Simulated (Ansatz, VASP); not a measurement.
**HfB: VASP beside Ansatz**

Contents of INCAR:

```
PREC = Accurate
ENCUT = 500
EDIFF = 1E-6
ISMEAR = 0
SIGMA = 0.15
LREAL = False
LASPH = True
NELM = 120
ALGO = Normal
ISIF = 2
LWAVE = False
LCHARG = False
GGA = PS
NBANDS = 14
GGA_COMPAT = False
```

File KPOINTS:

```
Automatic mesh
0
Gamma
  18 18 18
```

POSCAR

```
HfB
1.0
    0.0000000000      2.4255000000      2.3677500000
    2.4255000000      0.0000000000      2.3677500000
    2.4255000000      2.4255000000      0.0000000000
Hf B
1 1
Direct
    0.5000000000      0.5000000000      0.5000000000
    0.0000000000      0.0000000000      0.0000000000
```

Input for Ansatz:

```yaml
crystal:
  lattice:
    - [0.0, 2.4255, 2.36775]
    - [2.4255, 0.0, 2.36775]
    - [2.4255, 2.4255, 0.0]
  atoms:
    - { symbol: Hf, position: [0.5, 0.5, 0.5] }
    - { symbol: B, position: [0.0, 0.0, 0.0] }
basis:
  ecutwfc: 420
kpoints:
  mp_grid: { grid: [18, 18, 18] }
hamiltonian:
  xc: pbesol
scf:
  occupations: { method: gaussian, width: 0.15 }
output:
  forces: true
  stress: true
  eigenvalues: true
  write_density: true
  write_potential: true
  elf: true
  volumetric_format: npy
```

Change from the starting cell: strain +0.050 along x and y, +0.025 along z, atoms carried along.

Alike in both runs: task single point; functional PBEsol; k mesh 18 × 18 × 18; occupations gaussian, width 0.15 eV; no spin polarisation.

|  | VASP | Ansatz |
| --- | --- | --- |
| version | VASP 6.6.1 | Ansatz 0.2.0 |
| potentials or method | VASP PAW PBE potentials, release 64 (Hf_pv, B), cutoff 500 eV | scalar-relativistic, plane waves, PAW |
| valence electrons in the cell | 13 | 29 |

```csv
,VASP,Ansatz,Ansatz less VASP
gap on the k mesh at the Fermi level (eV),none,none,-
pressure (GPa),-2.2,-2.5,-0.25
"traceless stress, the component that is largest in VASP (GPa)",5.68,5.59,-0.082
```

VASP's potentials were made for PBE, not for PBEsol. A gap of «none» marks a metal or a gap that the smearing closes. VASP's potentials hold 13 valence electrons a cell and Ansatz's 29, so a difference there can come from the potentials and not from the codes.

Spin-orbit coupling is off throughout.
